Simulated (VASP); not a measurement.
Write the native input for VASP 6.6.1 that does the following.

* Task: single point
* Functional: r2SCAN
* Potentials or basis: VASP PAW PBE potentials, release 64 (Si, Mg)
* Cutoff: 660 eV
* k mesh: 8 × 8 × 8
* Occupations: gaussian, width 0.01 eV
* Spin: no spin polarisation
* Dipole correction: no
* Further INCAR settings: ALGO = Normal; EDIFF = 1e-06; NBANDS = 11

Mg2Si:

```
Si Mg
1.0
     0.00000    3.16896    3.16896
     3.16896    0.00000    3.16896
     3.16896    3.16896    0.00000
Si Mg
1 2
Direct
  0.00000 0.00000 0.00000
  0.25000 0.25000 0.25000
  0.75000 0.75000 0.75000
```

The input as run:

POSCAR

```
Mg2Si
1.0
    0.0000000000      3.1689631868      3.1689631868
    3.1689631868      0.0000000000      3.1689631868
    3.1689631868      3.1689631868      0.0000000000
Si Mg
1 2
Direct
    0.0000000000      0.0000000000      0.0000000000
    0.2500000000      0.2500000000      0.2500000000
    0.7500000000      0.7500000000      0.7500000000
```

INCAR.step1

```
SYSTEM = Mg2Si
ALGO = Normal
EDIFF = 1E-5
ENCUT = 660
GGA = PE
GGA_COMPAT = .False.
ISMEAR = 0
LASPH = .True.
LCHARG = .False.
LREAL = .False.
LWAVE = .True.
NBANDS = 11
NELM = 120
PREC = Accurate
SIGMA = 0.01
```

INCAR.step2

```
SYSTEM = Mg2Si
ALGO = Normal
EDIFF = 1E-6
ENCUT = 660
GGA_COMPAT = .False.
ISIF = 2
ISMEAR = 0
ISTART = 1
LASPH = .True.
LCHARG = .True.
LELF = .True.
LMIXTAU = .True.
LREAL = .False.
LVHAR = .True.
LWAVE = .False.
METAGGA = R2SCAN
NBANDS = 11
NELM = 120
PREC = Accurate
SIGMA = 0.01
```

KPOINTS

```
k-points
0
Gamma
  8 8 8
  0 0 0
```

Potentials or basis: VASP PAW PBE potentials, release 64 (Si, Mg).

Run with:

```sh
$ cat potpaw_PBE.64/Si/POTCAR potpaw_PBE.64/Mg/POTCAR > POTCAR
$ cp INCAR.step1 INCAR
$ mpirun -np 1 vasp_std > vasp.out
$ cp INCAR.step2 INCAR
$ mpirun -np 1 vasp_std > vasp.out
```

It gave:

- Pressure: -0.3 GPa
- Band gap on the k mesh: 0.45 eV (least direct gap 2.48 eV)

Caveat: the PAW data sets were made with another functional, which shifts forces and pressure a little.

Wall time 3.7 min on 1 thread of Intel Xeon 8259CL, with other jobs on the host, peak memory 0.26 GiB.
